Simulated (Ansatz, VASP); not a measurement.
**Two plane-wave programs on Ba**

Contents of INCAR:

```
SYSTEM = Ba
PREC = Accurate
ENCUT = 520
EDIFF = 1E-6
ISMEAR = 0
SIGMA = 0.15
LREAL = .FALSE.
LASPH = .TRUE.
NELM = 80
ALGO = Normal
ISIF = 2
LWAVE = .FALSE.
LCHARG = .TRUE.
LELF = .TRUE.
LVHAR = .TRUE.
NBANDS = 11
```

KPOINTS

```
regular mesh
0
G
  12 12 12
  0 0 0
```

Contents of POSCAR:

```
Ba
1.0
    3.8001860143      0.0000000000      0.0000000000
    0.0000000000      3.8001860143      0.0000000000
    0.0000000000      0.0000000000      4.0352490667
Ba
1
Direct
    0.0000000000      0.0000000000      0.0000000000
```

Input for Ansatz:

```yaml
crystal:
  lattice:
    - [3.8001860143, 0.0, 0.0]
    - [0.0, 3.8001860143, 0.0]
    - [0.0, 0.0, 4.0352490667]
  atoms:
    - { symbol: Ba, position: [0.0, 0.0, 0.0] }
basis:
  ecutwfc: 420
kpoints:
  mp_grid: { grid: [12, 12, 12] }
hamiltonian:
  xc: lda
scf:
  occupations: { method: gaussian, width: 0.15 }
output:
  forces: true
  stress: true
  eigenvalues: true
```

Change from the starting cell: strain -0.030 along x and y, +0.030 along z, atoms carried along.

Alike in both runs: task single point; functional LDA; k mesh 12 × 12 × 12; occupations gaussian, width 0.15 eV; no spin polarisation.

|  | VASP | Ansatz |
| --- | --- | --- |
| version | VASP 6.6.1 | Ansatz 0.2.0 |
| potentials or method | VASP PAW LDA potentials, release 64 (Ba_sv), cutoff 520 eV | scalar-relativistic, plane waves, PAW |
| valence electrons in the cell | 10 | 10 |

```tsv
	VASP	Ansatz	Ansatz less VASP
gap on the k mesh at the Fermi level (eV)	none	none	-
pressure (GPa)	-0.8	-1.0	-0.13
traceless stress, the component that is largest in VASP (GPa)	-1.13	-1.08	+0.048
```

LDA's correlation is that of Perdew and Zunger in VASP and of Perdew and Wang (1992) in Ansatz. A gap of «none» marks a metal or a gap that the smearing closes.

Neither program's run includes spin-orbit coupling.
